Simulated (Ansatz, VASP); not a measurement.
## Zn2CdN2 in VASP and in Ansatz

```
CELL_PARAMETERS angstrom
3.46847 0.00000 0.00000
-1.73423 3.00378 0.00000
0.00000 0.00000 6.11130
ATOMIC_POSITIONS crystal
Zn 0.66667 0.33333 0.14813
Zn 0.33333 0.66667 0.85187
Cd 0.00000 0.00000 0.50000
N 0.66667 0.33333 0.76606
N 0.33333 0.66667 0.23394
```

Alike in both runs: task single point; functional PBEsol; k mesh 12 × 12 × 4; occupations fermi-dirac, width 0.1 eV; no spin polarisation.

```csv
,VASP,Ansatz
version,VASP 6.6.1,Ansatz 0.2.0
potentials or method,"VASP PAW PBE potentials, release 64 (Zn, Cd, N)","plane waves, PAW"
plane-wave cutoff (eV),520,420
valence electrons in the cell,46,54
```

VASP gave:

```
pressure (GPa)                                                : -6.3
traceless stress, the component that is largest in VASP (GPa) : 0.26
rms of the force components (eV/Å)                            : 0.033
```

What did Ansatz give for the same quantities?

Pressure (GPa): -7.2; traceless stress, the component that is largest in VASP (GPa): 0.35; rms of the force components (eV/Å): 0.033.

VASP's potentials were made for PBE, not for PBEsol. Atom by atom the forces differ by 0.004 eV/Å (rms over components). The functional is the same, so the differences come from potentials, cutoffs and numerics. VASP's potentials hold 46 valence electrons a cell and Ansatz's 54, so a difference there can come from the potentials and not from the codes. Ansatz's warnings: structure snapped to symmetry.
